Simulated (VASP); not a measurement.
# ScAl2Sb2As (Cmmm) in VASP: notebook

ScAl2Sb2As is run at these levels: PBE; tasks: single point.

Everything below comes from runs of VASP 6.6.1. Logs are shortened: lines on timing, memory, paths and dates and some standing lists are left out, and cuts for length are marked.

### Step 1. The cell of the first run

It takes space group Cmmm (No. 65, orthorhombic). The conventional cell has a = 5.791 Å, b = 7.421 Å, c = 6.032 Å, α = 90.00°, β = 90.00°, γ = 90.00°. Within 3.5 Å of Sc (site symmetry mmm) lie 6 Al at 2.64 to 3.09 Å and 2 As at 3.02 Å. Al (site symmetry m2m) has 1 Al at 2.14 Å and 1 Sc at 2.64 Å within 2.8 Å. Sb (site symmetry 2/m) has 2 As at 2.35 Å and 2 Sb at 2.90 Å within 3.1 Å. Within 3.1 Å of As (site symmetry mmm) lie 4 Sb at 2.35 Å and 2 Sc at 3.02 Å.

### Step 2. Single point, PBE

File INCAR:

```
  PREC = Accurate
  ENCUT = 520
  EDIFF = 1E-7
  ISMEAR = 0
  SIGMA = 0.1
  LREAL = False
  LASPH = True
  NELM = 80
  ALGO = Normal
  ISIF = 2
  LWAVE = False
  LCHARG = True
  GGA = PE
  LELF = True
  LVHAR = True
  NBANDS = 25
```

File KPOINTS:

```
regular mesh
0
Gamma
  4 4 4
```

File POSCAR:

```
ScAl2Sb2As
1.0
    2.8955088900     -3.7106765200      0.0000000000
    2.8955088900      3.7106765200      0.0000000000
    0.0000000000      0.0000000000      6.0316501100
Sc Al Sb As
1 2 2 1
Direct
    0.0000000000      0.0000000000      0.5000000000
    0.6441850100      0.3558149900      0.5000000000
    0.3558149900      0.6441850100      0.5000000000
    0.0000000000      0.5000000000      0.0000000000
    0.5000000000      0.0000000000      0.0000000000
    0.0000000000      0.0000000000      0.0000000000
```

Potentials or basis: VASP PAW PBE potentials, release 64 (Sc_sv, Al, Sb, As).

Started as:

```bash
$ cat potpaw_PBE.64/Sc_sv/POTCAR potpaw_PBE.64/Al/POTCAR potpaw_PBE.64/Sb/POTCAR potpaw_PBE.64/As/POTCAR > POTCAR
$ mpirun -np 1 vasp_std > vasp.out
```

OUTCAR:

```text
PREC = Accurate
   ENCUT = 520
   EDIFF = 1E-7
   ISMEAR = 0
   LREAL = False
   LASPH = True
   NELM = 80
   ISIF = 2
   GGA = PE

 ion  position               nearest neighbor table
   1  0.000  0.000  0.500-   2 2.64   3 2.64   6 3.02   6 3.02   2 3.09   3 3.09   2 3.09   3 3.09

   2  0.644  0.356  0.500-   3 2.14   1 2.64   1 3.09   1 3.09   3 3.29   3 3.29   4 3.44   5 3.44
                             4 3.44   5 3.44
   3  0.356  0.644  0.500-   2 2.14   1 2.64   1 3.09   1 3.09   2 3.29   2 3.29   4 3.44   5 3.44
                             4 3.44   5 3.44
   4  0.000  0.500  0.000-   6 2.35   6 2.35   5 2.90   5 2.90   2 3.44   3 3.44   2 3.44   3 3.44
                             5 3.71   5 3.71
   5  0.500  0.000  0.000-   6 2.35   6 2.35   4 2.90   4 2.90   2 3.44   3 3.44   2 3.44   3 3.44
                             4 3.71   4 3.71
   6  0.000  0.000  0.000-   4 2.35   5 2.35   4 2.35   5 2.35   1 3.02   1 3.02

  LATTYP: Found a base centered orthorhombic cell.
 ALAT       =     5.7910177800
 B/A-ratio  =     1.2815282774
 C/A-ratio  =     1.0415526837

  Lattice vectors:

 A1 = (   2.8955088900,  -3.7106765200,   0.0000000000)
 A2 = (   2.8955088900,   3.7106765200,   0.0000000000)
 A3 = (   0.0000000000,   0.0000000000,   6.0316501100)

Analysis of symmetry for initial positions (statically):
=====================================================================
 Subroutine PRICEL returns:
 Original cell was already a primitive cell.

 Routine SETGRP: Setting up the symmetry group for a
 base centered orthorhombic supercell.

 Subroutine GETGRP returns: Found  8 space group operations
 (whereof  8 operations were pure point group operations)
 out of a pool of  8 trial point group operations.

The static configuration has the point symmetry D_2h.

Analysis of symmetry for dynamics (positions and initial velocities):
=====================================================================
 Subroutine PRICEL returns:
 Original cell was already a primitive cell.

 Routine SETGRP: Setting up the symmetry group for a
 base centered orthorhombic supercell.

 Subroutine GETGRP returns: Found  8 space group operations
 (whereof  8 operations were pure point group operations)
 out of a pool of  8 trial point group operations.

The dynamic configuration has the point symmetry D_2h.

 Subroutine INISYM returns: Found  8 space group operations
 (whereof  8 operations are pure point group operations),
 and found     1 'primitive' translations

----------------------------------------------------------------------------------------

                                     Primitive cell

[... 100 lines left out ...]
   ISIF   =      2    stress and relaxation
   ISYM   =      2    0-nonsym 1-usesym 2-fastsym
   POTIM  = 0.5000    time-step for ionic-motion
   TEBEG  =    0.0;   TEEND  =   0.0 temperature during run
   PSTRESS=    0.0 pullay stress
   NELECT =      32.0000    total number of electrons
   NUPDOWN=      -1.0000    fix difference up-down
   EMIN   =  10.00;   EMAX   =-10.00  energy-range for DOS
   EFERMI =   0.00;   METHOD = LEGACY
   ISMEAR =     0;   SIGMA  =   0.10  broadening in eV -4-tet -1-fermi 0-gaus
   EFERMI_NEDOS =   21; number of points for ismear=-14 and -15
   IALGO  =     38    algorithm
   IMIX   =      4    mixing-type and parameters
     AMIX     =   0.40;   BMIX     =  1.00
     AMIX_MAG =   1.60;   BMIX_MAG =  1.00
  volume/ion in A,a.u.               =      21.60       145.78
  Fermi-wavevector in a.u.,A,eV,Ry     =   1.027015  1.940777 14.350878  1.054760
  Thomas-Fermi vector in A             =   2.160938
   LORBIT       =      0    0 simple, 1 ext, 2 COOP (PROOUT), +10 PAW based schemes
   GGA     = PE    functional components
   LHFCALC =     F    Hartree Fock is set to
   AEXX    =    0.0000 exact exchange contribution
   IVDW    =     0    specifies the selected vdW correction
   LEPSILON=     F    determine dielectric tensor
   LRPA    =     F    only Hartree local field effects (RPA)
 non-spin polarized calculation
 Gauss-broadening in eV      SIGMA  =   0.10
  energy-cutoff  :      520.00
  volume of cell :      129.61
 maximum number of plane-waves:      3506
 NGX is ok and might be reduce to    36
   NGX = 17   NGY = 17   NGZ = 23

 number of electron      32.0000007 magnetization

 Free energy of the ion-electron system (eV)
  ---------------------------------------------------
  ext. energy  EPLUGINS =         0.00000000
  ---------------------------------------------------
  free energy    TOTEN  =       -20.74969877 eV

  energy without entropy =      -20.72265832  energy(sigma->0) =      -20.73617855

 E-fermi :   7.4005     XC(G=0): -10.0766

 val. band max:        7.3907045430   @ k =   0.5000   0.0000   0.2500
 cond. band min:       7.4068648293   @ k =  -0.2500   0.2500   0.2500
 fundamental gap:      0.0161602863
 Fermi energy:         7.4004810732

 k-point     1 :       0.0000    0.0000    0.0000
  band No.  band energies     occupation
      1     -42.3023      2.00000
      2     -21.1334      2.00000
      3     -20.8922      2.00000
      4     -20.8720      2.00000
      5      -8.3128      2.00000
      6      -1.1969      2.00000
[... 577 lines left out ...]
     24      10.4932      0.00000
     25      11.2178      0.00000

------------------------ aborting loop because EDIFF is reached ----------------------------------------

  FORCE on cell =-STRESS in cart. coord.  units (eV):
  Direction    XX          YY          ZZ          XY          YZ          ZX
  --------------------------------------------------------------------------------------
  -------------------------------------------------------------------------------------
  Total       19.8708497     42.4759395     -3.3013198      0.0000000      0.0000000      0.0000000
  in kB      245.6308362    525.0606131    -40.8088210      0.0000000      0.0000000      0.0000000
  external PRESSURE =     243.2942094 kB  Pullay stress =       0.0000000 kB

 VOLUME and BASIS-vectors are now :
 -----------------------------------------------------------------------------
  energy-cutoff  :      520.00
  volume of cell :      129.61
      direct lattice vectors                 reciprocal lattice vectors
     2.895508890 -3.710676520  0.000000000     0.172681217 -0.134746318  0.000000000
     2.895508890  3.710676520  0.000000000     0.172681217  0.134746318  0.000000000
     0.000000000  0.000000000  6.031650110     0.000000000  0.000000000  0.165792110

 POSITION                                       TOTAL-FORCE (eV/Angst)
 -----------------------------------------------------------------------------------
      0.00000      0.00000      3.01583        -0.000000      0.000000      0.000000
      2.89551     -1.07005      3.01583        -0.000000     -3.463564      0.000000
      2.89551      1.07005      3.01583        -0.000000      3.463564     -0.000000
      1.44775      1.85534      0.00000        -0.000000      0.000000      0.000000
      1.44775     -1.85534      0.00000         0.000000     -0.000000      0.000000
      0.00000      0.00000      0.00000        -0.000000      0.000000      0.000000
 -----------------------------------------------------------------------------------
    total drift:                                0.000000     -0.000000     -0.000000

  FREE ENERGIE OF THE ION-ELECTRON SYSTEM (eV)
  ---------------------------------------------------
  free  energy   TOTEN  =       -20.7496987712 eV

  energy  without entropy=      -20.7226583212  energy(sigma->0) =      -20.73617855
```

Run time: 1.8 min. Hardware: 1 thread of Intel Xeon Platinum 8375C at 2.90GHz (Ice Lake), shared host; peak memory 0.28 GiB.

What came out:

```yaml
Free_energy: -20.7497 eV
Pressure: 24.3 GPa
Largest_force: 3.464 eV/Å
Band_gap_on_the_k_mesh: zero (band 16 reaches 7.88 eV, above the bottom of band 17 at 7.09 eV)
```

Forces in eV/Å, atoms in the order of the input:
```
Sc   0.000  0.000  0.000
Al   0.000 -3.464  0.000
Al   0.000  3.464  0.000
Sb   0.000  0.000  0.000
Sb   0.000  0.000  0.000
As   0.000  0.000  0.000
```

Levels at points of the mesh, in eV from the Fermi level:
| k point | band 14 | band 15 | band 16 | band 17 | band 18 | band 19 |
| --- | --- | --- | --- | --- | --- | --- |
| (0.00, 0.00, 0.00) | -1.14 | -0.51 | -0.29 | 0.22 | 0.26 | 0.63 |
| (0.50, 0.00, 0.00) | -1.17 | -0.17 | -0.11 | -0.04 | 0.52 | 0.96 |
| (0.50, 0.50, 0.00) | -1.85 | -1.19 | -0.40 | 0.33 | 1.16 | 1.21 |
| (0.00, 0.00, 0.50) | -1.43 | -0.94 | -0.50 | 0.17 | 0.93 | 1.21 |
| (0.50, 0.00, 0.50) | -1.35 | -0.85 | -0.01 | 0.65 | 0.78 | 1.29 |
| (0.50, 0.50, 0.50) | -0.23 | -0.15 | 0.48 | 1.04 | 1.13 | 1.37 |

Caveat: spin-orbit coupling is left out, which moves the levels of the heavy elements; forces of over 1 eV/Å act on the atoms, so gaps and moduli don't describe the material at rest.

### Step 3. Single point, PBE

This run uses another cell than the first one, of 25.69 Å³/atom, 1.189 times its volume.

File INCAR:

```
ALGO = Normal
EDIFF = 1E-6
ENCUT = 520
GGA = PE
ISIF = 2
ISMEAR = 0
LASPH = True
LCHARG = True
LELF = True
LREAL = False
LVHAR = True
LWAVE = False
NBANDS = 25
NELM = 100
PREC = Accurate
SIGMA = 0.1
```

File KPOINTS:

```
k-points
0
Gamma
  4 4 4
```

File POSCAR:

```
ScAl2Sb2As
1.0
    3.2066955515     -4.7457820807      0.0000000000
    3.2066955515      4.7457820807      0.0000000000
    0.0000000000      0.0000000000      5.0638237539
Sc Al Sb As
1 2 2 1
Direct
    0.0000000000      0.0000000000      0.5000000000
    0.6454340660      0.3545659340      0.5000000000
    0.3545659340      0.6454340660      0.5000000000
    0.0000000000      0.5000000000      0.0000000000
    0.5000000000      0.0000000000      0.0000000000
    0.0000000000      0.0000000000      0.0000000000
```

Potentials or basis: VASP PAW PBE potentials, release 64 (Sc_sv, Al, Sb, As).

Started as:

```bash
$ cat potpaw_PBE.64/Sc_sv/POTCAR potpaw_PBE.64/Al/POTCAR potpaw_PBE.64/Sb/POTCAR potpaw_PBE.64/As/POTCAR > POTCAR
$ mpirun -np 1 vasp_std > vasp.out
```

OUTCAR:

```text
EDIFF = 1E-6
   ENCUT = 520
   GGA = PE
   ISIF = 2
   ISMEAR = 0
   LASPH = True
   LREAL = False
   NELM = 100
   PREC = Accurate

 ion  position               nearest neighbor table
   1  0.000  0.000  0.500-   6 2.53   6 2.53   2 3.37   3 3.37
   2  0.645  0.355  0.500-   3 2.76   4 3.16   5 3.16   4 3.16   5 3.16   1 3.37
   3  0.355  0.645  0.500-   2 2.76   4 3.16   5 3.16   4 3.16   5 3.16   1 3.37
   4  0.000  0.500  0.000-   6 2.86   6 2.86   2 3.16   2 3.16   3 3.16   3 3.16   5 3.21   5 3.21

   5  0.500  0.000  0.000-   6 2.86   6 2.86   2 3.16   2 3.16   3 3.16   3 3.16   4 3.21   4 3.21

   6  0.000  0.000  0.000-   1 2.53   1 2.53   5 2.86   4 2.86   4 2.86   5 2.86

  LATTYP: Found a base centered orthorhombic cell.
 ALAT       =     6.4133911030
 B/A-ratio  =     1.4799602907
 C/A-ratio  =     0.7895703962

  Lattice vectors:

 A1 = (   3.2066955515,  -4.7457820807,   0.0000000000)
 A2 = (   3.2066955515,   4.7457820807,   0.0000000000)
 A3 = (   0.0000000000,   0.0000000000,   5.0638237539)
[... 179 lines left out ...]

 E-fermi :   5.5302     XC(G=0):  -9.4091

 val. band max:        5.5296741448   @ k =   0.0000   0.0000   0.5000
 cond. band min:       5.5528121906   @ k =   0.2500   0.0000   0.5000
 fundamental gap:      0.0231380458
 Fermi energy:         5.5302435144

 k-point     1 :       0.0000    0.0000    0.0000
  band No.  band energies     occupation
      1     -44.6269      2.00000
      2     -23.3237      2.00000
      3     -23.2927      2.00000
      4     -23.1745      2.00000
      5      -6.8616      2.00000
      6      -3.0377      2.00000
[... 577 lines left out ...]
     24       8.8834      0.00000
     25       9.2933      0.00000

------------------------ aborting loop because EDIFF is reached ----------------------------------------

  FORCE on cell =-STRESS in cart. coord.  units (eV):
  Direction    XX          YY          ZZ          XY          YZ          ZX
  --------------------------------------------------------------------------------------
  -------------------------------------------------------------------------------------
  Total       -0.1102511     -0.0780903      0.2245882      0.0000000      0.0000000      0.0000000
  in kB       -1.1460919     -0.8117709      2.3346591      0.0000000      0.0000000      0.0000000
  external PRESSURE =       0.1255988 kB  Pullay stress =       0.0000000 kB

 VOLUME and BASIS-vectors are now :
 -----------------------------------------------------------------------------
  energy-cutoff  :      520.00
  volume of cell :      154.13
      direct lattice vectors                 reciprocal lattice vectors
     3.206695552 -4.745782081  0.000000000     0.155923751 -0.105356713  0.000000000
     3.206695552  4.745782081  0.000000000     0.155923751  0.105356713  0.000000000
     0.000000000  0.000000000  5.063823754     0.000000000  0.000000000  0.197479227

 POSITION                                       TOTAL-FORCE (eV/Angst)
 -----------------------------------------------------------------------------------
      0.00000      0.00000      2.53191        -0.000000      0.000000      0.000000
      3.20670     -1.38040      2.53191        -0.000000      0.009839      0.000000
      3.20670      1.38040      2.53191        -0.000000     -0.009839      0.000000
      1.60335      2.37289      0.00000         0.000000      0.000000      0.000000
      1.60335     -2.37289      0.00000        -0.000000      0.000000      0.000000
      0.00000      0.00000      0.00000        -0.000000      0.000000      0.000000
 -----------------------------------------------------------------------------------
    total drift:                               -0.000000     -0.000000      0.000000

  FREE ENERGIE OF THE ION-ELECTRON SYSTEM (eV)
  ---------------------------------------------------
  free  energy   TOTEN  =       -25.9856222136 eV

  energy  without entropy=      -25.9717853096  energy(sigma->0) =      -25.97870376
```

OSZICAR:

```text
N       E                     dE             d eps       ncg     rms          rms(c)
DAV:   1     0.225121870837E+03    0.22512E+03   -0.12643E+04  1074   0.108E+03
DAV:   2    -0.746245372542E+01   -0.23258E+03   -0.22244E+03  1074   0.296E+02
DAV:   3    -0.270087124490E+02   -0.19546E+02   -0.17894E+02  1522   0.756E+01
DAV:   4    -0.278718081541E+02   -0.86310E+00   -0.85358E+00  1476   0.175E+01
DAV:   5    -0.279052351574E+02   -0.33427E-01   -0.33375E-01  1540   0.353E+00    0.813E+00
DAV:   6    -0.260959968727E+02    0.18092E+01   -0.55047E+00  1668   0.193E+01    0.314E+00
DAV:   7    -0.260445858521E+02    0.51411E-01   -0.96956E-01  1743   0.805E+00    0.237E+00
DAV:   8    -0.259982127446E+02    0.46373E-01   -0.23851E-01  1651   0.468E+00    0.839E-01
DAV:   9    -0.259881307550E+02    0.10082E-01   -0.66359E-02  1692   0.273E+00    0.341E-01
DAV:  10    -0.259857450834E+02    0.23857E-02   -0.11438E-02  1668   0.116E+00    0.147E-01
DAV:  11    -0.259855966230E+02    0.14846E-03   -0.11565E-03  1804   0.367E-01    0.334E-02
DAV:  12    -0.259856230373E+02   -0.26414E-04   -0.67671E-05  1194   0.461E-02    0.168E-02
DAV:  13    -0.259856249124E+02   -0.18750E-05   -0.36946E-05  1644   0.682E-02    0.957E-03
DAV:  14    -0.259856221988E+02    0.27136E-05   -0.76921E-06  1660   0.289E-02    0.144E-03
DAV:  15    -0.259856222136E+02   -0.14829E-07   -0.52848E-07   795   0.394E-03
   1 F= -.25985622E+02 E0= -.25978704E+02  d E =-.138369E-01
```

stdout:

```text
POSCAR found type information on POSCAR ScAlSbAs
 POSCAR found :  4 types and       6 ions
 scaLAPACK will be used
 LDA part: xc-table for (Slater+PW92), standard interpolation
 POSCAR, INCAR and KPOINTS ok, starting setup
 FFT: planning ... GRIDC
 FFT: planning ... GRID_SOFT
 FFT: planning ... GRID
 WAVECAR not read
 entering main loop
```

It took 2.9 min on 1 thread of Intel Xeon Platinum 8375C at 2.90GHz (Ice Lake), shared host; peak memory 0.34 GiB.

Results:

- Free energy: -25.9856 eV
- Pressure: 0.0 GPa
- Largest force: 0.010 eV/Å
- Band gap on the k mesh: zero (band 16 reaches 6.02 eV, above the bottom of band 17 at 5.03 eV)

Forces in eV/Å, atoms in the order of the input:
```
Sc   0.000  0.000  0.000
Al   0.000  0.010  0.000
Al   0.000 -0.010  0.000
Sb   0.000  0.000  0.000
Sb   0.000  0.000  0.000
As   0.000  0.000  0.000
```

Caveat: spin-orbit coupling is left out, which moves the levels of the heavy elements.
